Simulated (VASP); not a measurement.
# LiCl (P6_3mc) in VASP: further runs

Aim: see how the results for LiCl move with the level of theory and the settings. Levels: PBEsol, LDA, PBE. Tasks: relaxation of cell and atoms.

All numbers are computed with VASP 6.6.1; they aren't measurements. Logs are shortened: lines on timing, memory, paths and dates and some standing lists are left out, and cuts for length are marked.

**1. The cell of the first run**

It takes space group P6_3mc (No. 186, hexagonal). Conventional cell: a = 3.925 Å, b = 3.925 Å, c = 6.289 Å, α = 90.00°, β = 90.00°, γ = 120.00°. Li (site symmetry 3m) has 4 Cl at 2.39 Å within 3.2 Å. Cl (site symmetry 3m) has 4 Li at 2.39 Å within 3.2 Å.

**2. Relaxation of cell and atoms, PBEsol**

Contents of INCAR:

```
SYSTEM = LiCl
ALGO = Normal ; EDIFF = 1E-7
EDIFFG = -0.005 ; ENCUT = 600
GGA = PS ; IBRION = 2
ISIF = 3 ; ISMEAR = -1
LASPH = .True. ; LCHARG = .False.
LREAL = .False. ; LWAVE = .False.
NELM = 60 ; NSW = 80
PREC = Accurate ; SIGMA = 0.02
```

Contents of KPOINTS:

```
k-points
0
Gamma
  12 12 4
  0 0 0
```

Contents of POSCAR:

```
LiCl
1.0
    3.9253848209      0.0000000000      0.0000000000
   -1.9626924105      3.3994829745      0.0000000000
    0.0000000000      0.0000000000      6.2893894695
Li Cl
2 2
Direct
    0.6666666667      0.3333333333      0.8777889948
    0.3333333333      0.6666666667      0.3777889948
    0.6666666667      0.3333333333      0.4972120052
    0.3333333333      0.6666666667      0.9972120052
```

Potentials or basis: VASP PAW PBE potentials, release 64 (Li_sv, Cl).

Launch:

```
cat potpaw_PBE.64/Li_sv/POTCAR potpaw_PBE.64/Cl/POTCAR > POTCAR
mpirun -np 1 vasp_std > vasp.out
```

OUTCAR:

```text
SYSTEM = LiCl
   EDIFF = 1E-7
   EDIFFG = -0.005
   ENCUT = 600
   GGA = PS
   IBRION = 2
   ISIF = 3
   ISMEAR = -1
   LASPH = .True.
   LREAL = .False.
   NELM = 60
   NSW = 80
   PREC = Accurate

 ion  position               nearest neighbor table
   1  0.667  0.333  0.878-   4 2.39   4 2.39   4 2.39   3 2.39
   2  0.333  0.667  0.378-   3 2.39   3 2.39   3 2.39   4 2.39
   3  0.667  0.333  0.497-   2 2.39   2 2.39   2 2.39   1 2.39
   4  0.333  0.667  0.997-   1 2.39   1 2.39   1 2.39   2 2.39

  LATTYP: Found a hexagonal cell.
 ALAT       =     3.9253848209
 C/A-ratio  =     1.6022351327

  Lattice vectors:

 A1 = (   3.9253848209,   0.0000000000,   0.0000000000)
 A2 = (  -1.9626924105,   3.3994829745,   0.0000000000)
 A3 = (   0.0000000000,   0.0000000000,   6.2893894695)

Analysis of symmetry for initial positions (statically):
=====================================================================
 Subroutine PRICEL returns:
 Original cell was already a primitive cell.

 Routine SETGRP: Setting up the symmetry group for a
 hexagonal supercell.

 Subroutine GETGRP returns: Found 12 space group operations
 (whereof  6 operations were pure point group operations)
 out of a pool of 24 trial point group operations.

The static configuration has the point symmetry C_3v.
 The point group associated with its full space group is C_6v.

Analysis of symmetry for dynamics (positions and initial velocities):
=====================================================================
 Subroutine PRICEL returns:
 Original cell was already a primitive cell.

 Routine SETGRP: Setting up the symmetry group for a
 hexagonal supercell.

 Subroutine GETGRP returns: Found 12 space group operations
 (whereof  6 operations were pure point group operations)
 out of a pool of 24 trial point group operations.

The dynamic configuration has the point symmetry C_3v.
 The point group associated with its full space group is C_6v.

 Subroutine INISYM returns: Found 12 space group operations
 (whereof  6 operations are pure point group operations),
 and found     1 'primitive' translations

----------------------------------------------------------------------------------------

                                     Primitive cell

  volume of cell :      83.9274

[... 111 lines left out ...]
     AMIX     =   0.40;   BMIX     =  1.00
     AMIX_MAG =   1.60;   BMIX_MAG =  1.00
  volume/ion in A,a.u.               =      20.98       141.59
  Fermi-wavevector in a.u.,A,eV,Ry     =   1.014963  1.918002 14.016046  1.030150
  Thomas-Fermi vector in A             =   2.148221
   LORBIT       =      0    0 simple, 1 ext, 2 COOP (PROOUT), +10 PAW based schemes
   GGA     = PS    functional components
   LHFCALC =     F    Hartree Fock is set to
   AEXX    =    0.0000 exact exchange contribution
   IVDW    =     0    specifies the selected vdW correction
   LEPSILON=     F    determine dielectric tensor
   LRPA    =     F    only Hartree local field effects (RPA)
 conjugate gradient relaxation of ions
 non-spin polarized calculation
  energy-cutoff  :      600.00
  volume of cell :       83.93
 maximum number of plane-waves:      2826
 NGX is ok and might be reduce to    32
   NGX = 15   NGY = 15   NGZ = 25

--------------------------------------- Ionic step        1  -------------------------------------------

 number of electron      19.9999995 magnetization

 Free energy of the ion-electron system (eV)
  ---------------------------------------------------
  ext. energy  EPLUGINS =         0.00000000
  ---------------------------------------------------
  free energy    TOTEN  =       -15.20642261 eV

  energy without entropy =      -15.20642261  energy(sigma->0) =      -15.20642261

------------------------ aborting loop because EDIFF is reached ----------------------------------------

  FORCE on cell =-STRESS in cart. coord.  units (eV):
  Direction    XX          YY          ZZ          XY          YZ          ZX
  --------------------------------------------------------------------------------------
  -------------------------------------------------------------------------------------
  Total       -0.4976577     -0.4976577     -0.5449119      0.0000000     -0.0000000      0.0000000
  in kB       -9.5003077     -9.5003077    -10.4023929      0.0000000     -0.0000000      0.0000000
  external PRESSURE =      -9.8010028 kB  Pullay stress =       0.0000000 kB
[... 215 lines left out ...]
--------------------------------------- Ionic step        7  -------------------------------------------

 number of electron      20.0000003 magnetization

 Free energy of the ion-electron system (eV)
  ---------------------------------------------------
  ext. energy  EPLUGINS =         0.00000000
  ---------------------------------------------------
  free energy    TOTEN  =       -15.21741116 eV

  energy without entropy =      -15.21741116  energy(sigma->0) =      -15.21741116

 E-fermi :  -0.5494     XC(G=0):  -7.9632

 val. band max:       -1.0329261996   @ k =   0.0000   0.0000   0.0000
 cond. band min:       4.8209414525   @ k =   0.0000   0.0000   0.0000
 fundamental gap:      5.8538676520
 Fermi energy:        -0.5494082364

 k-point     1 :       0.0000    0.0000    0.0000
  band No.  band energies     occupation
      1     -43.2388      2.00000
      2     -43.2367      2.00000
      3     -13.8604      2.00000
      4     -13.5122      2.00000
      5      -3.2600      2.00000
      6      -1.4885      2.00000
      7      -1.4885      2.00000
      8      -1.1327      2.00000
      9      -1.1327      2.00000
     10      -1.0329      2.00000
     11       4.8209      0.00000
     12       7.0876      0.00000
     13       8.8153      0.00000
     14       8.8153      0.00000
[... 377 lines left out ...]
      1     -43.2373      2.00000
      2     -43.2365      2.00000
      3     -13.6222      2.00000
      4     -13.4789      2.00000
      5      -2.8865      2.00000
      6      -2.5049      2.00000
      7      -2.1421      2.00000
      8      -1.8469      2.00000
      9      -1.4376      2.00000
     10      -1.4243      2.00000
     11       6.1817      0.00000
     12       6.9497      0.00000
     13       8.4317      0.00000
     14       9.1937      0.00000

 [... further k-points ...]

------------------------ aborting loop because EDIFF is reached ----------------------------------------

  FORCE on cell =-STRESS in cart. coord.  units (eV):
  Direction    XX          YY          ZZ          XY          YZ          ZX
  --------------------------------------------------------------------------------------
  -------------------------------------------------------------------------------------
  Total        0.0018831      0.0018831     -0.0036690     -0.0000000     -0.0000000      0.0000000
  in kB        0.0374742      0.0374742     -0.0730156     -0.0000000     -0.0000000      0.0000000
  external PRESSURE =       0.0006442 kB  Pullay stress =       0.0000000 kB
[... 19 lines left out ...]
  FREE ENERGIE OF THE ION-ELECTRON SYSTEM (eV)
  ---------------------------------------------------
  free  energy   TOTEN  =       -15.2174111584 eV

  energy  without entropy=      -15.2174111584  energy(sigma->0) =      -15.21741116

 reached required accuracy - stopping structural energy minimisation
```

OSZICAR:

```text
N       E                     dE             d eps       ncg     rms          rms(c)
DAV:   1     0.141002212795E+03    0.14100E+03   -0.98149E+03  1596   0.150E+03
DAV:   2     0.996393590029E+00   -0.14001E+03   -0.13521E+03  1962   0.292E+02
[... 58 lines left out ...]
DAV:   1    -0.152175495177E+02   -0.21573E-03   -0.10457E-01  1596   0.284E+00    0.122E-01
DAV:   2    -0.152175210076E+02    0.28510E-04   -0.24929E-03  1890   0.446E-01    0.681E-02
DAV:   3    -0.152174243774E+02    0.96630E-04   -0.15587E-04  2366   0.107E-01    0.308E-02
DAV:   4    -0.152174102194E+02    0.14158E-04   -0.50088E-05  2190   0.553E-02    0.747E-03
DAV:   5    -0.152174108333E+02   -0.61393E-06   -0.33367E-06  2174   0.153E-02    0.451E-03
DAV:   6    -0.152174111206E+02   -0.28729E-06   -0.47452E-07  2090   0.643E-03    0.107E-03
DAV:   7    -0.152174111584E+02   -0.37815E-07   -0.43825E-08  1230   0.226E-03
   7 F= -.15217411E+02 E0= -.15217411E+02  d E =-.158237E-03
```

Wall time 1.9 min (1 thread of Intel Xeon 6975P-C (Granite Rapids), shared host); peak memory 0.25 GiB.

Results:

| Property | Result |
| --- | --- |
| Free energy | -15.2174 eV |
| Relaxed volume | 20.13 Å³/atom |
| Relaxed cell | a = 3.879 Å, b = 3.879 Å, c = 6.177 Å, α = 90.00°, β = 90.00°, γ = 120.00° |
| Space group after relaxing (to 0.1 Å) | P6_3mc (No. 186) |
| Energy gained by relaxing | 2.7 meV/atom |
| Ionic steps | 7 |
| Pressure after relaxing | 0.0 GPa |
| Largest force after relaxing | 0.004 eV/Å |
| Band gap on the k mesh | 5.85 eV |

Forces on the atoms (eV/Å):
```
Li   0.000  0.000  0.004
Li   0.000  0.000  0.004
Cl   0.000  0.000 -0.004
Cl   0.000  0.000 -0.004
```

The path:
```csv
step,energy change (eV),largest force (eV/Å),pressure (GPa),volume (Å³)
1,0.0000,0.0029,-0.98,83.93
2,-0.0075,0.0047,-0.56,82.38
3,-0.0108,0.0071,-0.02,80.58
4,-0.0108,0.0073,0.00,80.51
5,-0.0109,0.0068,0.00,80.51
6,-0.0109,0.0058,0.00,80.51
7,-0.0110,0.0039,0.00,80.51
```

Final structure:
```xyz
4
Lattice="3.8793 0.0000 0.0000 -1.9397 3.3596 0.0000 0.0000 0.0000 6.1773" Properties=species:S:1:pos:R:3 pbc="T T T"
Li    1.9397    1.1199    5.4270
Li    0.0000    2.2397    2.3384
Cl    1.9397    1.1199    3.0668
Cl    0.0000    2.2397    6.1554
```

Caveat: the cutoff is under 1.25 times the usual one of these potentials, so pressure, stress and relaxed cells hold a basis-set (Pulay) error; the PAW data sets were made with another functional, which shifts forces and pressure a little.

(Continued in part 2 of 2.)
